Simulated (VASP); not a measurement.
Hf: relaxation of cell and atoms with BLYP+D3(BJ)

Crystal: Hf.

```
Hf
1.0
     3.19670    0.00000    0.00000
    -1.59835    2.76842    0.00000
     0.00000    0.00000    5.05780
Hf
2
Cartesian
  1.5984 0.9228 3.7934
  0.0000 1.8456 1.2645
```

```json
{
  "Program": "VASP 6.6.1",
  "Task": "relaxation of cell and atoms",
  "Functional": "BLYP",
  "Dispersion": "D3(BJ)",
  "Potentials or basis": "VASP PAW PBE potentials, release 64 (Hf_pv)",
  "Cutoff": "600 eV",
  "k mesh": "10 × 10 × 5",
  "Occupations": "fermi-dirac, width 0.05 eV",
  "Spin": "no spin polarisation",
  "Dipole correction": "no",
  "Further INCAR settings": "ALGO = Normal; EDIFF = 1e-06; IBRION = 2; EDIFFG = -0.01; NSW = 80; ISIF = 3"
}
```

```
Relaxed volume                         : 21.33 Å³/atom
Relaxed cell                           : a = 3.147 Å, b = 3.147 Å, c = 4.974 Å, α = 90.00°, β = 90.00°, γ = 120.00°
Space group after relaxing (to 0.05 Å) : P6_3/mmc (No. 194)
Energy gained by relaxing              : 17.2 meV/atom
Ionic steps                            : 4
Pressure after relaxing                : 0.0 GPa
Band gap on the k mesh                 : zero (band 10 reaches 6.88 eV, above the bottom of band 11 at 5.42 eV)
Dispersion energy per atom             : -1.183 eV
```

Step by step:
```csv
step,energy change (eV),largest force (eV/Å),pressure (GPa),volume (Å³)
1,0.0000,0.0000,-5.10,44.76
2,0.0177,0.0000,7.40,40.31
3,-0.0345,0.0000,-0.08,42.70
4,-0.0345,0.0000,0.03,42.66
```

Final structure:
```cif
data_structure
_symmetry_space_group_name_H-M 'P 1'
_symmetry_Int_Tables_number 1
_cell_length_a 3.1467
_cell_length_b 3.1467
_cell_length_c 4.9744
_cell_angle_alpha 90.000
_cell_angle_beta 90.000
_cell_angle_gamma 120.000
_cell_volume 42.66
loop_
_atom_site_label
_atom_site_type_symbol
_atom_site_fract_x
_atom_site_fract_y
_atom_site_fract_z
_atom_site_occupancy
Hf1 Hf 0.66667 0.33333 0.75000 1
Hf2 Hf 0.33333 0.66667 0.25000 1
```

Levels at points of the mesh, in eV from the Fermi level:
```tsv
k point	band 7	band 8	band 9	band 10	band 11	band 12	band 13	band 14
(0.00, 0.00, 0.00)	-7.37	-3.81	1.08	1.11	1.11	1.42	1.98	1.98
(0.50, 0.00, 0.00)	-3.36	-2.91	-2.35	-0.56	0.71	0.97	1.78	6.04
```

Wall time 62 s on 1 thread of Intel(R) Xeon(R) 6975P-C (Granite Rapids), on a shared host, peak memory 0.21 GiB.

Caveat: the PAW data sets were made with another functional, which shifts forces and pressure a little; spin-orbit coupling is left out, which moves the levels of the heavy elements; pairwise dispersion overbinds metals, which lowers pressure and volume.
